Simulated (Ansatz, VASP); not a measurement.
## BP in VASP and in Ansatz

```
B P
1.0
     0.00000    2.56669    2.26900
     2.56669    0.00000    2.26900
     2.56669    2.56669    0.00000
B P
1 1
Direct
  0.00000 0.00000 0.00000
  0.75000 0.75000 0.75000
```

Change from the starting cell: strain +0.1312 x Voigt [1, 1, 0, 0, 0, 0], atoms carried along.

Alike in both runs: task single point; functional r2SCAN; k mesh 10 × 10 × 10; occupations gaussian, width 0.05 eV; no spin polarisation.

|  | VASP | Ansatz |
| --- | --- | --- |
| version | VASP 6.6.1 | Ansatz 0.2.0 |
| potentials or method | VASP PAW PBE potentials, release 64 (B, P), cutoff 520 eV | scalar-relativistic, plane waves, PAW |
| valence electrons in the cell | 8 | 8 |

```csv
,VASP,Ansatz,Ansatz less VASP
gap on the k mesh at the Fermi level (eV),0.13,0.10,-0.025
least direct gap on the mesh (eV),2.29,2.26,-0.033
pressure (GPa),-26.1,-25.7,+0.32
"traceless stress, the component that is largest in VASP (GPa)",15.48,15.41,-0.071
```

VASP's potentials were made for PBE, not for r2SCAN.
